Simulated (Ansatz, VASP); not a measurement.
**BiBrO in VASP and in Ansatz**

```
Bi Br O
1.0
     3.94730    0.00000    0.00000
     0.00000    3.94730    0.00000
     0.00000    0.00000    7.88675
Bi Br O
2 2 2
Direct
  0.00000 0.50000 0.15756
  0.50000 0.00000 0.84244
  0.00000 0.50000 0.65172
  0.50000 0.00000 0.34828
  0.00000 0.00000 0.00000
  0.50000 0.50000 0.00000
```

Alike in both runs: task single point; functional LDA; k mesh 8 × 8 × 4; occupations gaussian, width 0.05 eV; no spin polarisation.

|  | VASP | Ansatz |
| --- | --- | --- |
| version | VASP 6.6.1 | Ansatz 0.2.0 |
| potentials or method | VASP PAW LDA potentials, release 64 (Bi_d, Br, O), cutoff 520 eV | scalar-relativistic, plane waves, PAW |
| valence electrons in the cell | 56 | 56 |

|  | VASP | Ansatz | Ansatz less VASP |
| --- | --- | --- | --- |
| gap on the k mesh at the Fermi level (eV) | 1.98 | 1.99 | +0.015 |
| least direct gap on the mesh (eV) | 2.12 | 2.13 | +0.006 |
| pressure (GPa) | -3.0 | -3.3 | -0.27 |
| traceless stress, the component that is largest in VASP (GPa) | 1.02 | 1.07 | +0.048 |
| rms of the force components (eV/Å) | 0.077 | 0.102 | +0.0243 |

LDA's correlation is that of Perdew and Zunger in VASP and of Perdew and Wang (1992) in Ansatz. Atom by atom the forces differ by 0.025 eV/Å (rms over components).

Neither program's run includes spin-orbit coupling.
